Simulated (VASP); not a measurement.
# Ge (I4_1/amd) in VASP: vibrations by perturbation theory with PBE

Aim: the vibrations by perturbation theory of Ge with PBE.

All numbers are computed with VASP 6.6.1; they aren't measurements. Logs are shortened: lines on timing, memory, paths and dates and some standing lists are left out, and cuts for length are marked.

### 1 The cell of the first run

Symmetry: I4_1/amd, No. 141, tetragonal system. Conventional cell: a = 4.030 Å, b = 4.030 Å, c = 5.810 Å, α = 90.00°, β = 90.00°, γ = 90.00°. Within 3.3 Å of Ge (site symmetry -4m2) lie 4 Ge at 2.48 Å.

### 2 Vibrations by perturbation theory, PBE

Contents of INCAR:

```
PREC = Accurate
ENCUT = 500
EDIFF = 1E-8
ISMEAR = 0
SIGMA = 0.01
LREAL = F
LASPH = T
NELM = 120
ALGO = Normal
ISIF = 2
LWAVE = F
LCHARG = F
GGA = PE
NBANDS = 36
IBRION = 8
NSW = 1
GGA_COMPAT = F
```

Contents of KPOINTS:

```
Automatic mesh
0
Gamma
  8 8 6
  0.5 0.5 0.5
```

Contents of POSCAR:

```
Ge
1.0
    2.8494890196      2.8494890196      0.0000000000
   -2.8494890196      2.8494890196      0.0000000000
    0.0000000000      0.0000000000      5.8101278718
Ge
4
Direct
    0.0000000000      0.0000000000      0.0000000000
    0.0000000000      0.5000000000      0.7500000000
    0.5000000000      0.0000000000      0.2500000000
    0.5000000000      0.5000000000      0.5000000000
```

Potentials or basis: VASP PAW PBE potentials, release 64 (Ge_d).

Started as:

```console
$ cat potpaw_PBE.64/Ge_d/POTCAR > POTCAR
$ mpirun -np 1 vasp_std > vasp.out
```

OUTCAR:

```text
PREC = Accurate
   ENCUT = 500
   EDIFF = 1E-8
   ISMEAR = 0
   LREAL = F
   LASPH = T
   NELM = 120
   ISIF = 2
   GGA = PE
   IBRION = 8
   NSW = 1

 ion  position               nearest neighbor table
   1  0.000  0.000  0.000-   2 2.48   3 2.48   2 2.48   3 2.48
   2  0.000  0.500  0.750-   1 2.48   4 2.48   1 2.48   4 2.48
   3  0.500  0.000  0.250-   1 2.48   4 2.48   4 2.48   1 2.48
   4  0.500  0.500  0.500-   2 2.48   3 2.48   3 2.48   2 2.48

  LATTYP: Found a simple tetragonal cell.
 ALAT       =     4.0297860174
 C/A-ratio  =     1.4417956305

  Lattice vectors:

 A1 = (   2.8494890196,   2.8494890196,   0.0000000000)
 A2 = (  -2.8494890196,   2.8494890196,   0.0000000000)
 A3 = (   0.0000000000,   0.0000000000,   5.8101278718)

Analysis of symmetry for initial positions (statically):
=====================================================================
 Subroutine PRICEL returns following result:

  LATTYP: Found a body centered tetragonal cell.
 ALAT       =     4.0297860174
 C/A-ratio  =     1.4417956305

  Lattice vectors:

 A1 = (   2.8494890196,   0.0000000000,  -2.9050639359)
 A2 = (  -2.8494890196,   0.0000000000,  -2.9050639359)
 A3 = (   0.0000000000,   2.8494890196,   2.9050639359)

   2 primitive cells build up your supercell.

 Routine SETGRP: Setting up the symmetry group for a
 simple tetragonal supercell.

 Subroutine GETGRP returns: Found 16 space group operations
 (whereof  8 operations were pure point group operations)
 out of a pool of 16 trial point group operations.

The static configuration has the point symmetry D_2d.
 The point group associated with its full space group is D_4h.

Analysis of symmetry for dynamics (positions and initial velocities):
=====================================================================
 Subroutine PRICEL returns following result:

  LATTYP: Found a body centered tetragonal cell.
 ALAT       =     4.0297860174
 C/A-ratio  =     1.4417956305

  Lattice vectors:

 A1 = (   2.8494890196,   0.0000000000,  -2.9050639359)
 A2 = (  -2.8494890196,   0.0000000000,  -2.9050639359)
 A3 = (   0.0000000000,   2.8494890196,   2.9050639359)

   2 primitive cells build up your supercell.

 Routine SETGRP: Setting up the symmetry group for a
 simple tetragonal supercell.

 Subroutine GETGRP returns: Found 16 space group operations
 (whereof  8 operations were pure point group operations)
 out of a pool of 16 trial point group operations.

The dynamic configuration has the point symmetry D_2d.
 The point group associated with its full space group is D_4h.

 Subroutine INISYM returns: Found 16 space group operations
 (whereof  8 operations are pure point group operations),
 and found     2 'primitive' translations

----------------------------------------------------------------------------------------

                                     Primitive cell

  volume of cell :      47.1758

  direct lattice vectors                    reciprocal lattice vectors
     2.849489020  0.000000000 -2.905063936     0.175470057  0.175470057 -0.172113252
    -2.849489020  0.000000000 -2.905063936    -0.175470057  0.175470057 -0.172113252
     0.000000000  2.849489020  2.905063936     0.000000000  0.350940114  0.000000000

  length of vectors
     4.069273172  4.069273172  4.069273172     0.301997439  0.301997439  0.350940114

  position of ions in fractional coordinates (direct lattice)
     0.000000000  0.000000000  0.000000000
     0.250000000  0.750000000  0.500000000

  ion indices of the primitive-cell ions
   primitive index   ion index
                 1           1
                 2           2

----------------------------------------------------------------------------------------

 KPOINTS: Automatic mesh

[... 98 lines left out ...]
 non-spin polarized calculation
 Gauss-broadening in eV      SIGMA  =   0.01
  energy-cutoff  :      500.00
  volume of cell :       94.35
 maximum number of plane-waves:      2412
 NGX is ok and might be reduce to    30
   NGX = 15   NGY = 15   NGZ = 21

--------------------------------------- Ionic step        1  -------------------------------------------

 number of electron      55.9999949 magnetization

 Free energy of the ion-electron system (eV)
  ---------------------------------------------------
  ext. energy  EPLUGINS =         0.00000000
  ---------------------------------------------------
  free energy    TOTEN  =       -18.07363682 eV

  energy without entropy =      -18.07363682  energy(sigma->0) =      -18.07363682

 E-fermi :   4.5244     XC(G=0):  -9.7329

 val. band max:        4.4301701325   @ k =   0.0625   0.0625   0.0833
 cond. band min:       5.1040997102   @ k =   0.4375   0.0625   0.4167
 fundamental gap:      0.6739295778
 Fermi energy:         4.5244444212

 k-point     1 :       0.0625    0.0625    0.0833
  band No.  band energies     occupation
      1     -20.1982      2.00000
      2     -20.1982      2.00000
      3     -20.1680      2.00000
      4     -20.1663      2.00000
      5     -20.1626      2.00000
      6     -20.1271      2.00000
[... 925 lines left out ...]
     35      11.8223      0.00000
     36      12.0248      0.00000

 [... further k-points ...]

------------------------ aborting loop because EDIFF is reached ----------------------------------------

  FORCE on cell =-STRESS in cart. coord.  units (eV):
  Direction    XX          YY          ZZ          XY          YZ          ZX
  --------------------------------------------------------------------------------------
  -------------------------------------------------------------------------------------
  Total        0.6553964      0.6553964     -0.0602720      0.0000000      0.0000000      0.0000000
  in kB       11.1292261     11.1292261     -1.0234741      0.0000000      0.0000000      0.0000000
  external PRESSURE =       7.0783260 kB  Pullay stress =       0.0000000 kB

 VOLUME and BASIS-vectors are now :
 -----------------------------------------------------------------------------
  energy-cutoff  :      500.00
  volume of cell :       94.35
      direct lattice vectors                 reciprocal lattice vectors
     2.849489020  2.849489020  0.000000000     0.175470057  0.175470057  0.000000000
    -2.849489020  2.849489020  0.000000000    -0.175470057  0.175470057  0.000000000
     0.000000000  0.000000000  5.810127872     0.000000000  0.000000000  0.172113252

 POSITION                                       TOTAL-FORCE (eV/Angst)
 -----------------------------------------------------------------------------------
      0.00000      0.00000      0.00000        -0.000000     -0.000000      0.000000
     -1.42474      1.42474      4.35760         0.000000      0.000000      0.000000
      1.42474      1.42474      1.45253         0.000000      0.000000     -0.000000
      0.00000      2.84949      2.90506        -0.000000     -0.000000      0.000000
 -----------------------------------------------------------------------------------
    total drift:                               -0.000000      0.000000      0.000000

  FREE ENERGIE OF THE ION-ELECTRON SYSTEM (eV)
  ---------------------------------------------------
  free  energy   TOTEN  =       -18.0736368176 eV

  energy  without entropy=      -18.0736368176  energy(sigma->0) =      -18.07363682

[... ionic steps 2 to 3 ...]

--------------------------------------- Ionic step        4  -------------------------------------------

------------------------ aborting loop because EDIFF is reached ----------------------------------------

[... ionic steps 5 to 5 ...]

--------------------------------------- Ionic step        6  -------------------------------------------

 Free energy of the ion-electron system (eV)
  ---------------------------------------------------
  ---------------------------------------------------
  free energy    TOTEN  =        -0.20089956 eV

  energy without entropy =       -0.20089956

------------------------ aborting loop because EDIFF is reached ----------------------------------------

 INTERNAL STRAIN TENSOR  FOR ION    1  DIRECTION 3   (eV/Angst):
 -----------------------------------------------------------------------------
    -0.00231  7.51383  0.00000
     7.51383 -0.00231  0.00000
     0.00000  0.00000  0.00605

 INTERNAL STRAIN TENSOR FOR ION    4 for displacements in x,y,z  (eV/Angst):
          X           Y           Z          XY          YZ          ZX
  --------------------------------------------------------------------------------
  x     0.00000     0.00000     0.00000     0.00000     6.98404     0.00000
  y     0.00000     0.00000     0.00000     0.00000     0.00000     7.84260
  z     0.00000     0.00000     0.00000     7.51383     0.00000     0.00000

 SECOND DERIVATIVES (NOT SYMMETRIZED)
 ------------------------------------
               1X          1Y          1Z          2X          2Y          2Z          3X          3Y          3Z          4X          4Y          4Z
  1X    -9.790743    0.000000    0.000000    5.273077   -3.870539    0.000000    5.273077    3.870539    0.000000   -0.755411    0.000000    0.000000
  1Y     0.000000   -9.790743    0.000000   -3.870539    5.273077    0.000000    3.870539    5.273077    0.000000    0.000000   -0.755411    0.000000
  1Z     0.000000    0.000000  -12.282493    0.000000    0.000000    5.393937    0.000000   -0.000000    5.393937    0.000000    0.000000    1.494619
  2X     5.273077   -3.870539    0.000000   -9.790743    0.000000    0.000000   -0.755411    0.000000    0.000000    5.273077    3.870539    0.000000
  2Y    -3.870539    5.273077    0.000000    0.000000   -9.790743    0.000000    0.000000   -0.755411    0.000000    3.870539    5.273077    0.000000
  2Z     0.000000    0.000000    5.393937    0.000000    0.000000  -12.282493    0.000000    0.000000    1.494619    0.000000   -0.000000    5.393937
  3X     5.273077    3.870539    0.000000   -0.755411    0.000000    0.000000   -9.790743    0.000000    0.000000    5.273077   -3.870539    0.000000
  3Y     3.870539    5.273077    0.000000    0.000000   -0.755411    0.000000    0.000000   -9.790743    0.000000   -3.870539    5.273077    0.000000
  3Z     0.000000   -0.000000    5.393937    0.000000    0.000000    1.494619    0.000000    0.000000  -12.282493    0.000000    0.000000    5.393937
  4X    -0.755411    0.000000    0.000000    5.273077    3.870539    0.000000    5.273077   -3.870539    0.000000   -9.790743    0.000000    0.000000
  4Y     0.000000   -0.755411    0.000000    3.870539    5.273077    0.000000   -3.870539    5.273077    0.000000    0.000000   -9.790743    0.000000
  4Z     0.000000    0.000000    1.494619    0.000000   -0.000000    5.393937    0.000000    0.000000    5.393937    0.000000    0.000000  -12.282493

 Eigenvectors and eigenvalues of the dynamical matrix
 ----------------------------------------------------

   1 f  =    8.521880 THz    53.544554 2PiTHz  284.259333 cm-1    35.243650 meV
             X         Y         Z           dx          dy          dz
      0.000000  0.000000  0.000000    -0.000000   -0.000000    0.500000
     -1.424745  1.424745  4.357596     0.000000    0.000000   -0.500000
      1.424745  1.424745  1.452532     0.000000    0.000000   -0.500000
      0.000000  2.849489  2.905064    -0.000000   -0.000000    0.500000
[... 57 lines left out ...]
  10 f  =    0.000000 THz     0.000001 2PiTHz    0.000005 cm-1     0.000001 meV
             X         Y         Z           dx          dy          dz
      0.000000  0.000000  0.000000     0.390552    0.312056   -0.009498
     -1.424745  1.424745  4.357596     0.390552    0.312056   -0.009498
      1.424745  1.424745  1.452532     0.390552    0.312056   -0.009498
      0.000000  2.849489  2.905064     0.390552    0.312056   -0.009498

  11 f/i=    0.000000 THz     0.000001 2PiTHz    0.000006 cm-1     0.000001 meV
             X         Y         Z           dx          dy          dz
      0.000000  0.000000  0.000000     0.312132   -0.390605    0.001354
     -1.424745  1.424745  4.357596     0.312132   -0.390605    0.001354
      1.424745  1.424745  1.452532     0.312132   -0.390605    0.001354
      0.000000  2.849489  2.905064     0.312132   -0.390605    0.001354

  12 f/i=    0.000000 THz     0.000001 2PiTHz    0.000007 cm-1     0.000001 meV
             X         Y         Z           dx          dy          dz
      0.000000  0.000000  0.000000    -0.006575   -0.006986   -0.499908
     -1.424745  1.424745  4.357596    -0.006575   -0.006986   -0.499908
      1.424745  1.424745  1.452532    -0.006575   -0.006986   -0.499908
      0.000000  2.849489  2.905064    -0.006575   -0.006986   -0.499908

--------------------------------------------------------------------------------------------------------

 ELASTIC MODULI CONTR FROM IONIC RELAXATION (kBar)
 Direction    XX          YY          ZZ          XY          YZ          ZX
 --------------------------------------------------------------------------------
 XX           0.0000      0.0000      0.0000      0.0000      0.0000      0.0000
 YY           0.0000      0.0000      0.0000      0.0000      0.0000      0.0000
 ZZ           0.0000      0.0000      0.0000      0.0000      0.0000      0.0000
 XY           0.0000      0.0000      0.0000   -177.7369     -0.0000      0.0000
 YZ           0.0000      0.0000      0.0000     -0.0000   -157.0763     -0.0000
 ZX           0.0000      0.0000      0.0000      0.0000     -0.0000   -198.0690
 --------------------------------------------------------------------------------
```

Run time: 18 min. Hardware: 1 thread of Intel Xeon 8259CL, shared host; peak memory 0.67 GiB.

Results:

```yaml
Highest_phonon_frequency_at_Γ: 284 cm⁻¹
```

Phonon frequencies in cm⁻¹ (negative: imaginary):
| q point | frequencies |
| --- | --- |
| (0.000, 0.000, 0.000) | 0 0 0 70 70 227 227 251 251 281 281 284 |
